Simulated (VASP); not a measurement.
A run of VASP 6.6.1:

Contents of INCAR:

```
SYSTEM = CsPbBr3
PREC = Accurate
ENCUT = 520
EDIFF = 1E-6
ISMEAR = 0
SIGMA = 0.02
LREAL = .False.
LASPH = .True.
NELM = 100
ALGO = Normal
ISIF = 2
LWAVE = .False.
LCHARG = .False.
GGA = PE
NBANDS = 30
```

KPOINTS

```
Automatic mesh
0
Gamma
  6 6 6
  0 0 0
```

POSCAR

```
CsPbBr3
1.0
    6.0621563464      0.0000000000      0.0000000000
    0.0000000000      6.0621563464      0.0000000000
    0.0000000000      0.0000000000      6.0621563464
Cs Pb Br
1 1 3
Direct
    0.0000000000      0.0000000000      0.0000000000
    0.5000000000      0.5000000000      0.5000000000
    0.0000000000      0.5000000000      0.5000000000
    0.5000000000      0.0000000000      0.5000000000
    0.5000000000      0.5000000000      0.0000000000
```

Potentials or basis: VASP PAW PBE potentials, release 64 (Cs_sv, Pb_d, Br).

Launch:

```sh
$ cat potpaw_PBE.64/Cs_sv/POTCAR potpaw_PBE.64/Pb_d/POTCAR potpaw_PBE.64/Br/POTCAR > POTCAR
$ mpirun -np 1 vasp_std > vasp.out
```

Hardware: 1 thread of Intel Xeon 8259CL (shared host).

Problem. Estimate the wall time of this run.

Solution. Wall time 2.7 min on 1 thread of Intel Xeon 8259CL, with other jobs on the host, peak memory 0.4 GiB. Counts: scf iterations 13, k points 20.
